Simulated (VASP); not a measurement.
# Cu (P6_3/mmc) in VASP: a series of runs

Runs on Cu. Level: PBEsol. Tasks: single point, relaxation of cell and atoms.

Everything below comes from runs of VASP 6.6.1. Logs are shortened: lines on timing, memory, paths and dates and some standing lists are left out, and cuts for length are marked.

### 1 The cell of the first run

Symmetry: P6_3/mmc, No. 194, hexagonal system. The conventional cell has a = 2.521 Å, b = 2.521 Å, c = 4.117 Å, α = 90.00°, β = 90.00°, γ = 120.00°. Within 3.3 Å of Cu (site symmetry -6m2) lie 12 Cu at 2.52 Å.

### 2 Single point, PBEsol

Input file INCAR:

```
SYSTEM = Cu
PREC = Accurate
ENCUT = 520
EDIFF = 1E-7
ISMEAR = 0
SIGMA = 0.1
LREAL = .FALSE.
LASPH = .TRUE.
NELM = 100
ALGO = Normal
ISIF = 2
LWAVE = .FALSE.
LCHARG = .FALSE.
GGA = PS
NBANDS = 18
```

Input file KPOINTS:

```
regular mesh
0
G
  18 18 10
  0 0 0
```

Input file POSCAR:

```
Cu
1.0
    2.5205132527      0.0000002846      0.0000000000
   -1.2602568729      2.1828283651      0.0000000000
    0.0000000000      0.0000000000      4.1166664191
Cu
2
Direct
    0.0000000000      0.0000000000      0.0000000000
    0.3333333333      0.6666666667      0.5000000000
```

Potentials or basis: VASP PAW PBE potentials, release 64 (Cu).

On the command line:

```
> cat potpaw_PBE.64/Cu/POTCAR > POTCAR
> mpirun -np 1 vasp_std > vasp.out
```

OUTCAR:

```text
SYSTEM = Cu
   PREC = Accurate
   ENCUT = 520
   EDIFF = 1E-7
   ISMEAR = 0
   LREAL = .FALSE.
   LASPH = .TRUE.
   NELM = 100
   ISIF = 2
   GGA = PS

 ion  position               nearest neighbor table
   1  0.000  0.000  0.000-   2 2.52   2 2.52   2 2.52   2 2.52   2 2.52   2 2.52
   2  0.333  0.667  0.500-   1 2.52   1 2.52   1 2.52   1 2.52   1 2.52   1 2.52

  LATTYP: Found a hexagonal cell.
 ALAT       =     2.5205132527
 C/A-ratio  =     1.6332651355

  Lattice vectors:

 A1 = (   2.5205132527,   0.0000002846,   0.0000000000)
 A2 = (  -1.2602568729,   2.1828283651,   0.0000000000)
 A3 = (   0.0000000000,   0.0000000000,   4.1166664191)

Analysis of symmetry for initial positions (statically):
=====================================================================
 Subroutine PRICEL returns:
 Original cell was already a primitive cell.

 Routine SETGRP: Setting up the symmetry group for a
 hexagonal supercell.

 Subroutine GETGRP returns: Found 24 space group operations
 (whereof 12 operations were pure point group operations)
 out of a pool of 24 trial point group operations.

The static configuration has the point symmetry D_3h.
 The point group associated with its full space group is D_6h.

Analysis of symmetry for dynamics (positions and initial velocities):
=====================================================================
 Subroutine PRICEL returns:
 Original cell was already a primitive cell.

 Routine SETGRP: Setting up the symmetry group for a
 hexagonal supercell.

 Subroutine GETGRP returns: Found 24 space group operations
 (whereof 12 operations were pure point group operations)
 out of a pool of 24 trial point group operations.

The dynamic configuration has the point symmetry D_3h.
 The point group associated with its full space group is D_6h.

 Subroutine INISYM returns: Found 24 space group operations
 (whereof 12 operations are pure point group operations),
 and found     1 'primitive' translations

----------------------------------------------------------------------------------------

                                     Primitive cell

  volume of cell :      22.6493

  direct lattice vectors                    reciprocal lattice vectors
     2.520513253  0.000000285  0.000000000     0.396744565  0.229060641  0.000000000
    -1.260256873  2.182828365  0.000000000    -0.000000052  0.458121193  0.000000000
     0.000000000  0.000000000  4.116666419     0.000000000  0.000000000  0.242914994

  length of vectors
     2.520513253  2.520513253  4.116666419     0.458121193  0.458121193  0.242914994

  position of ions in fractional coordinates (direct lattice)
     0.000000000  0.000000000  0.000000000
     0.333333333  0.666666667  0.500000000

  ion indices of the primitive-cell ions
   primitive index   ion index
                 1           1
                 2           2

----------------------------------------------------------------------------------------

 KPOINTS: regular mesh

Automatic generation of k-mesh.
 Grid dimensions read from file:
 generate k-points for:   18   18   10

 Generating k-lattice:

  Cartesian coordinates                     Fractional coordinates (reciprocal lattice)
     0.022041365  0.012725591  0.000000000     0.055555556 -0.000000000  0.000000000
    -0.000000003  0.025451177  0.000000000    -0.000000000  0.055555556  0.000000000
     0.000000000  0.000000000  0.024291499     0.000000000  0.000000000  0.100000000

  Length of vectors
     0.025451177  0.025451177  0.024291499

  Shift w.r.t. Gamma in fractional coordinates (k-lattice)
     0.000000000  0.000000000  0.000000000

 Subroutine IBZKPT returns following result:
 ===========================================

 Found    222 irreducible k-points:

 Following reciprocal coordinates:
            Coordinates               Weight
  0.000000  0.000000  0.000000      1.000000
  0.055556 -0.000000  0.000000      6.000000
  0.111111 -0.000000  0.000000      6.000000
  0.166667 -0.000000  0.000000      6.000000
  0.222222  0.000000  0.000000      6.000000
  0.277778 -0.000000  0.000000      6.000000
[... 16 lines left out ...]
  0.333333  0.111111  0.000000     12.000000
  0.388889  0.111111  0.000000     12.000000
 [... further k-points ...]
   k-points           NKPTS =    222   k-points in BZ     NKDIM =    222   number of bands    NBANDS=     18
   number of dos      NEDOS =    301   number of ions     NIONS =      2
   total plane-waves  NPLWV =  12800
   dimension x,y,z NGX =    20 NGY =   20 NGZ =   32
   dimension x,y,z NGXF=    40 NGYF=   40 NGZF=   64
   ions per type =               2
   NGX,Y,Z   is equivalent  to a cutoff of  13.19, 13.19, 12.92 a.u.
   NGXF,Y,Z  is equivalent  to a cutoff of  26.38, 26.38, 25.85 a.u.
 SYSTEM =  Cu
   PREC   = accura    normal or accurate (medium, high low for compatibility)
   ISTART =      0    job   : 0-new  1-cont  2-samecut
   ICHARG =      2    charge: 1-file 2-atom 10-const
   ISPIN  =      1    spin polarized calculation?
   LNONCOLLINEAR =      F non collinear calculations
   LSORBIT =      F    spin-orbit coupling
   LASPH  =      T    aspherical Exc in radial PAW
   ENCUT  =  520.0 eV  38.22 Ry    6.18 a.u.   4.69  4.69  7.65*2*pi/ulx,y,z
   NELM   =    100;   NELMIN=  2; NELMDL= -5     # of ELM steps
   EDIFF  = 0.1E-06   stopping-criterion for ELM
   LREAL  =      F    real-space projection
   EDIFFG = 0.1E-05   stopping-criterion for IOM
   NSW    =      0    number of steps for IOM
   IBRION =     -1    ionic relax: 0-MD 1-quasi-New 2-CG
   NFREE  =      0    steps in history (QN), initial steepest desc. (CG)
   ISIF   =      2    stress and relaxation
   ISYM   =      2    0-nonsym 1-usesym 2-fastsym
   POTIM  = 0.5000    time-step for ionic-motion
   TEBEG  =    0.0;   TEEND  =   0.0 temperature during run
   PSTRESS=    0.0 pullay stress
   NELECT =      22.0000    total number of electrons
   NUPDOWN=      -1.0000    fix difference up-down
   EMIN   =  10.00;   EMAX   =-10.00  energy-range for DOS
   EFERMI =   0.00;   METHOD = LEGACY
   ISMEAR =     0;   SIGMA  =   0.10  broadening in eV -4-tet -1-fermi 0-gaus
   EFERMI_NEDOS =   21; number of points for ismear=-14 and -15
   IALGO  =     38    algorithm
   IMIX   =      4    mixing-type and parameters
     AMIX     =   0.40;   BMIX     =  1.00
     AMIX_MAG =   1.60;   BMIX_MAG =  1.00
  volume/ion in A,a.u.               =      11.32        76.42
  Fermi-wavevector in a.u.,A,eV,Ry     =   1.621303  3.063819 35.764611  2.628625
  Thomas-Fermi vector in A             =   2.715101
   LORBIT       =      0    0 simple, 1 ext, 2 COOP (PROOUT), +10 PAW based schemes
   GGA     = PS    functional components
   LHFCALC =     F    Hartree Fock is set to
   AEXX    =    0.0000 exact exchange contribution
   IVDW    =     0    specifies the selected vdW correction
   LEPSILON=     F    determine dielectric tensor
   LRPA    =     F    only Hartree local field effects (RPA)
 non-spin polarized calculation
 Gauss-broadening in eV      SIGMA  =   0.10
  energy-cutoff  :      520.00
  volume of cell :       22.65
 maximum number of plane-waves:       628
 NGX is ok and might be reduce to    20
   NGX =  9   NGY =  9   NGZ = 15

 number of electron      21.9999991 magnetization

 Free energy of the ion-electron system (eV)
  ---------------------------------------------------
  ext. energy  EPLUGINS =         0.00000000
  ---------------------------------------------------
  free energy    TOTEN  =        -8.59669669 eV

  energy without entropy =       -8.59207646  energy(sigma->0) =       -8.59438657

 E-fermi :   7.8614     XC(G=0): -13.1544

 val. band max:        7.8594851060   @ k =   0.2222   0.2222   0.5000
 cond. band min:       7.8701253675   @ k =   0.5000  -0.0000   0.1000
 fundamental gap:      0.0106402615
 Fermi energy:         7.8614067207

 k-point     1 :       0.0000    0.0000    0.0000
  band No.  band energies     occupation
      1      -1.7841      2.00000
      2       2.5926      2.00000
      3       4.7659      2.00000
      4       4.8346      2.00000
      5       4.8346      2.00000
      6       5.0575      2.00000
[... 10 lines left out ...]
     17      31.9199      0.00000
     18      31.9200      0.00000

 k-point     2 :       0.0556   -0.0000    0.0000
  band No.  band energies     occupation
      1      -1.6810      2.00000
      2       2.6536      2.00000
      3       4.6967      2.00000
      4       4.8735      2.00000
      5       4.8938      2.00000
      6       5.0377      2.00000
[... 10 lines left out ...]
     17      32.5165      0.00000
     18      32.6128      0.00000

 k-point     3 :       0.1111   -0.0000    0.0000
  band No.  band energies     occupation
      1      -1.3747      2.00000
      2       2.8248      2.00000
      3       4.5781      2.00000
      4       4.9469      2.00000
      5       4.9869      2.00000
      6       5.0275      2.00000
[... 10 lines left out ...]
     17      32.3336      0.00000
     18      33.2302      0.00000

 k-point     4 :       0.1667   -0.0000    0.0000
  band No.  band energies     occupation
      1      -0.8753      2.00000
      2       3.0674      2.00000
      3       4.4425      2.00000
      4       4.6143      2.00000
      5       4.8763      2.00000
      6       5.1578      2.00000
[... 375 lines left out ...]
      4       4.1640      2.00000
      5       4.7399      2.00000
      6       4.8950      2.00000
[... 10 lines left out ...]
     17      24.2472      0.00000
     18      27.8174      0.00000

 k-point    23 :       0.3333    0.1111    0.0000
  band No.  band energies     occupation
      1       2.4346      2.00000
      2       3.4093      2.00000
      3       3.5302      2.00000
      4       4.2707      2.00000
      5       4.7005      2.00000
      6       4.9469      2.00000
[... 10 lines left out ...]
     17      22.1784      0.00000
     18      27.3489      0.00000

 k-point    24 :       0.3889    0.1111    0.0000
  band No.  band energies     occupation
      1       2.8907      2.00000
      2       3.3147      2.00000
      3       3.4469      2.00000
      4       4.4319      2.00000
      5       4.6923      2.00000
      6       4.8604      2.00000
[... 10 lines left out ...]
     17      20.4830      0.00000
     18      27.0653      0.00000

 [... further k-points ...]

------------------------ aborting loop because EDIFF is reached ----------------------------------------

  FORCE on cell =-STRESS in cart. coord.  units (eV):
  Direction    XX          YY          ZZ          XY          YZ          ZX
  --------------------------------------------------------------------------------------
  -------------------------------------------------------------------------------------
  Total        0.1097774      0.1097774      0.1034725     -0.0000000     -0.0000000      0.0000000
  in kB        7.7654971      7.7654971      7.3194974     -0.0000000     -0.0000000      0.0000000
  external PRESSURE =       7.6168305 kB  Pullay stress =       0.0000000 kB

 VOLUME and BASIS-vectors are now :
 -----------------------------------------------------------------------------
  energy-cutoff  :      520.00
  volume of cell :       22.65
      direct lattice vectors                 reciprocal lattice vectors
     2.520513253  0.000000285  0.000000000     0.396744565  0.229060641  0.000000000
    -1.260256873  2.182828365  0.000000000    -0.000000052  0.458121193  0.000000000
     0.000000000  0.000000000  4.116666419     0.000000000  0.000000000  0.242914994

 POSITION                                       TOTAL-FORCE (eV/Angst)
 -----------------------------------------------------------------------------------
      0.00000      0.00000      0.00000        -0.000000      0.000000      0.000000
     -0.00000      1.45522      2.05833         0.000000     -0.000000      0.000000
 -----------------------------------------------------------------------------------
    total drift:                                0.000000     -0.000000     -0.000000

  FREE ENERGIE OF THE ION-ELECTRON SYSTEM (eV)
  ---------------------------------------------------
  free  energy   TOTEN  =        -8.5966966865 eV

  energy  without entropy=       -8.5920764631  energy(sigma->0) =       -8.59438657
```

It took 29 s on 1 thread of Intel Xeon 6975P-C (Granite Rapids), shared host; peak memory 0.19 GiB.

What came out:

| Property | Result |
| --- | --- |
| Free energy | -8.5967 eV |
| Pressure | 0.8 GPa |
| Band gap on the k mesh | zero (band 11 reaches 12.05 eV, above the bottom of band 12 at 5.92 eV) |

Caveat: the PAW data sets were made with another functional, which shifts forces and pressure a little.

### 3 Relaxation of cell and atoms, PBEsol

This run uses another cell than the first one, of 11.81 Å³/atom, 1.043 times its volume.

Input file INCAR:

```
SYSTEM = Cu
  PREC = Accurate
  ENCUT = 600
  EDIFF = 1E-7
  ISMEAR = 0
  SIGMA = 0.1
  LREAL = .FALSE.
  LASPH = .TRUE.
  NELM = 100
  ALGO = Normal
  ISIF = 3
  LWAVE = .FALSE.
  LCHARG = .FALSE.
  GGA = PS
  IBRION = 2
  NSW = 100
  EDIFFG = -0.005
```

KPOINTS is that of step 2.

Input file POSCAR:

```
Cu
1.0
    2.5561910000      0.0000000000      0.0000000000
   -1.2780960000      2.2137260000      0.0000000000
    0.0000000000      0.0000000000      4.1742420000
Cu
2
Direct
    0.0000000000      0.0000000000      0.0000000000
    0.3333333300      0.6666666700      0.5000000000
```

Potentials or basis: VASP PAW PBE potentials, release 64 (Cu).

On the command line:

```
> cat potpaw_PBE.64/Cu/POTCAR > POTCAR
> mpirun -np 1 vasp_std > vasp.out
```

OUTCAR:

```text
SYSTEM = Cu
   PREC = Accurate
   ENCUT = 600
   EDIFF = 1E-7
   ISMEAR = 0
   LREAL = .FALSE.
   LASPH = .TRUE.
   NELM = 100
   ISIF = 3
   GGA = PS
   IBRION = 2
   NSW = 100
   EDIFFG = -0.005

 ion  position               nearest neighbor table
   1  0.000  0.000  0.000-   2 2.56   2 2.56   2 2.56   2 2.56   2 2.56   2 2.56
   2  0.333  0.667  0.500-   1 2.56   1 2.56   1 2.56   1 2.56   1 2.56   1 2.56

  LATTYP: Found a hexagonal cell.
 ALAT       =     2.5561910000
 C/A-ratio  =     1.6329929962

  Lattice vectors:

 A1 = (   2.5561910000,   0.0000000000,   0.0000000000)
 A2 = (  -1.2780960000,   2.2137260000,   0.0000000000)
 A3 = (   0.0000000000,   0.0000000000,   4.1742420000)

Analysis of symmetry for initial positions (statically):
=====================================================================
 Subroutine PRICEL returns:
 Original cell was already a primitive cell.

 Routine SETGRP: Setting up the symmetry group for a
 hexagonal supercell.

 Subroutine GETGRP returns: Found 24 space group operations
 (whereof 12 operations were pure point group operations)
 out of a pool of 24 trial point group operations.

The static configuration has the point symmetry D_3h.
 The point group associated with its full space group is D_6h.

Analysis of symmetry for dynamics (positions and initial velocities):
=====================================================================
 Subroutine PRICEL returns:
 Original cell was already a primitive cell.
[... 234 lines left out ...]
  ext. energy  EPLUGINS =         0.00000000
  ---------------------------------------------------
  free energy    TOTEN  =        -8.59751551 eV

  energy without entropy =       -8.59289750  energy(sigma->0) =       -8.59520650

 E-fermi :   7.7995     XC(G=0): -13.1259

 val. band max:        7.7961789862   @ k =   0.2222   0.2222   0.5000
 cond. band min:       7.8090346773   @ k =   0.5000   0.0000   0.1000
 fundamental gap:      0.0128556911
 Fermi energy:         7.7995296495

 k-point     1 :       0.0000    0.0000    0.0000
  band No.  band energies     occupation
      1      -1.8083      2.00000
      2       2.5597      2.00000
      3       4.7207      2.00000
      4       4.7881      2.00000
      5       4.7881      2.00000
      6       5.0095      2.00000
      7       5.0095      2.00000
      8       5.3103      2.00000
      9       5.3103      2.00000
     10       6.1025      2.00000
     11       6.1025      2.00000
     12       6.7201      2.00000
     13      11.7959      0.00000
     14      29.5082      0.00000
[... 401 lines left out ...]
      2       3.2794      2.00000
      3       3.4112      2.00000
      4       4.3889      2.00000
      5       4.6465      2.00000
      6       4.8143      2.00000
      7       5.0413      2.00000
      8       6.0751      2.00000
      9       6.2009      2.00000
     10       6.2062      2.00000
     11       7.5989      1.99544
     12      10.7495      0.00000
     13      15.4239      0.00000
     14      15.9003      0.00000
     15      18.6289      0.00000

 [... further k-points ...]

------------------------ aborting loop because EDIFF is reached ----------------------------------------

  FORCE on cell =-STRESS in cart. coord.  units (eV):
  Direction    XX          YY          ZZ          XY          YZ          ZX
  --------------------------------------------------------------------------------------
  -------------------------------------------------------------------------------------
  Total        0.0010519      0.0010519      0.0007617     -0.0000000      0.0000000      0.0000000
  in kB        0.0740501      0.0740501      0.0536261     -0.0000000      0.0000000      0.0000000
  external PRESSURE =       0.0672421 kB  Pullay stress =       0.0000000 kB
[... 17 lines left out ...]
  FREE ENERGIE OF THE ION-ELECTRON SYSTEM (eV)
  ---------------------------------------------------
  free  energy   TOTEN  =        -8.5975155143 eV

  energy  without entropy=       -8.5928974956  energy(sigma->0) =       -8.59520650

 reached required accuracy - stopping structural energy minimisation
```

OSZICAR:

```text
N       E                     dE             d eps       ncg     rms          rms(c)
DAV:   1     0.128930484574E+03    0.12893E+03   -0.11837E+04  6900   0.294E+03
[... 26 lines left out ...]
DAV:   2    -0.866556290552E+01    0.15586E+00   -0.14697E+00  6730   0.354E+01    0.146E+00
DAV:   3    -0.860406943147E+01    0.61493E-01   -0.24415E-01  6730   0.147E+01    0.588E-01
DAV:   4    -0.859753827976E+01    0.65312E-02   -0.29954E-03 10940   0.156E+00    0.563E-02
DAV:   5    -0.859751359069E+01    0.24689E-04   -0.17615E-04 10099   0.309E-01    0.153E-02
DAV:   6    -0.859751502895E+01   -0.14383E-05   -0.30691E-06 11012   0.381E-02    0.148E-03
DAV:   7    -0.859751544056E+01   -0.41161E-06   -0.48130E-08  4275   0.470E-03    0.423E-04
DAV:   8    -0.859751551435E+01   -0.73793E-07   -0.18701E-08  3960   0.159E-03
   3 F= -.85975155E+01 E0= -.85952065E+01  d E =-.153705E-01
```

CONTCAR:

```text
Cu
   1.00000000000000
     2.5247637290883733    0.0000000070982726   -0.0000000000000000
    -1.2623823522496178    2.1865091941181292    0.0000000000000000
     0.0000000000000000    0.0000000000000000    4.1226058866172295
  Cu
     2
Direct
     0.0000000000000000    0.0000000000000000    0.0000000000000000
     0.3333333300000021    0.6666666699999979    0.5000000000000000

  0.00000000E+00  0.00000000E+00  0.00000000E+00
  0.00000000E+00  0.00000000E+00  0.00000000E+00
```

Wall time 74 s (1 thread of Intel Xeon 6975P-C (Granite Rapids), shared host); peak memory 0.2 GiB.

What came out:

| Property | Result |
| --- | --- |
| Free energy | -8.5975 eV |
| Relaxed volume | 11.38 Å³/atom |
| Relaxed cell | a = 2.525 Å, b = 2.525 Å, c = 4.123 Å, α = 90.00°, β = 90.00°, γ = 120.00° |
| Space group after relaxing (to 0.05 Å) | P6_3/mmc (No. 194) |
| Energy gained by relaxing | 7.7 meV/atom |
| Ionic steps | 3 |
| Pressure after relaxing | 0.0 GPa |
| Band gap on the k mesh | zero (band 11 reaches 11.98 eV, above the bottom of band 12 at 5.87 eV) |

The path:
| step | energy change (eV) | largest force (eV/Å) | pressure (GPa) | volume (Å³) |
| --- | --- | --- | --- | --- |
| 1 | 0.0000 | 0.0000 | -5.49 | 23.62 |
| 2 | -0.0097 | 0.0000 | 3.75 | 22.27 |
| 3 | -0.0154 | 0.0000 | 0.01 | 22.76 |

Final structure:
```cif
data_structure
_symmetry_space_group_name_H-M 'P 1'
_symmetry_Int_Tables_number 1
_cell_length_a 2.5248
_cell_length_b 2.5248
_cell_length_c 4.1226
_cell_angle_alpha 90.000
_cell_angle_beta 90.000
_cell_angle_gamma 120.000
_cell_volume 22.76
loop_
_atom_site_label
_atom_site_type_symbol
_atom_site_fract_x
_atom_site_fract_y
_atom_site_fract_z
_atom_site_occupancy
Cu1 Cu 0.00000 0.00000 0.00000 1
Cu2 Cu 0.33333 0.66667 0.50000 1
```

Caveat: the PAW data sets were made with another functional, which shifts forces and pressure a little.

[end of part 1 of 2]
